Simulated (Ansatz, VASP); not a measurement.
**One calculation of Ru, two programs**

```
CELL_PARAMETERS angstrom
4.85040 0.00000 0.13970
0.00000 4.62683 0.00000
-2.03753 0.00000 3.81417
ATOMIC_POSITIONS crystal
Ru 0.00000 0.00000 0.00000
Ru 0.00000 0.50000 0.50000
Ru 0.36642 0.43009 0.18322
Ru 0.63358 0.93009 0.31678
Ru 0.63358 0.56991 0.81678
Ru 0.36642 0.06991 0.68322
```

Alike in both runs: functional PBE; k mesh 4 × 4 × 4; occupations gaussian, width 0.1 eV; no spin polarisation.

Ansatz relaxed the structure, and its values are those at the end. VASP's run is a single point on that final structure, the one shown.

|  | VASP | Ansatz |
| --- | --- | --- |
| version | VASP 6.6.1 | Ansatz 0.2.0 |
| potentials or method | VASP PAW PBE potentials, release 64 (Ru_pv), cutoff 520 eV | scalar-relativistic, plane waves, PAW |
| valence electrons in the cell | 84 | 96 |

|  | VASP | Ansatz | Ansatz less VASP |
| --- | --- | --- | --- |
| gap on the k mesh at the Fermi level (eV) | none | none | - |
| pressure (GPa) | 0.0 | 0.0 | +0.04 |
| rms of the force components (eV/Å) | 0.006 | 0.002 | -0.0041 |

A gap of «none» marks a metal or a gap that the smearing closes. With one functional, cell and mesh, what is left measures potentials, basis and numerics. VASP's potentials hold 84 valence electrons a cell and Ansatz's 96, so a difference there can come from the potentials and not from the codes.

The k mesh is coarse, so the values compare programs but aren't converged.
